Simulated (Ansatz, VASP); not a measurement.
**Two plane-wave programs on CsO**

```xyz
4
Lattice="-2.2150 3.2954 3.8525 2.2150 -3.2954 3.8525 2.2150 3.2954 -3.8525" Properties=species:S:1:pos:R:3 pbc="T T T"
Cs    0.0000    0.0000    1.9262
Cs    0.0000    0.0000    5.7787
O     0.0000    4.0863    0.0000
O     0.0000    2.5045    0.0000
```

Change from the starting cell: strain +0.025 along x and y, +0.025 along z, atoms carried along.

Alike in both runs: task single point; functional LDA; k mesh 8 × 8 × 8; occupations gaussian, width 0.05 eV; no spin polarisation.

|  | VASP | Ansatz |
| --- | --- | --- |
| version | VASP 6.6.1 | Ansatz 0.2.0 |
| potentials or method | VASP PAW LDA potentials, release 64 (Cs_sv, O), cutoff 520 eV | scalar-relativistic, plane waves, PAW |
| valence electrons in the cell | 30 | 30 |

VASP gave:

```
gap on the k mesh at the Fermi level (eV)                     : 1.45
least direct gap on the mesh (eV)                             : 1.57
pressure (GPa)                                                : -5.1
traceless stress, the component that is largest in VASP (GPa) : -1.73
rms of the force components (eV/Å)                            : 0.654
```

Question: What did Ansatz give for the same quantities?

Answer: gap on the k mesh at the Fermi level (eV): 1.46; least direct gap on the mesh (eV): 1.58; pressure (GPa): -5.3; traceless stress, the component that is largest in VASP (GPa): -1.88; rms of the force components (eV/Å): 0.716.

LDA's correlation is that of Perdew and Zunger in VASP and of Perdew and Wang (1992) in Ansatz. Atom by atom the forces differ by 0.062 eV/Å (rms over components).

Spin-orbit coupling is off throughout.
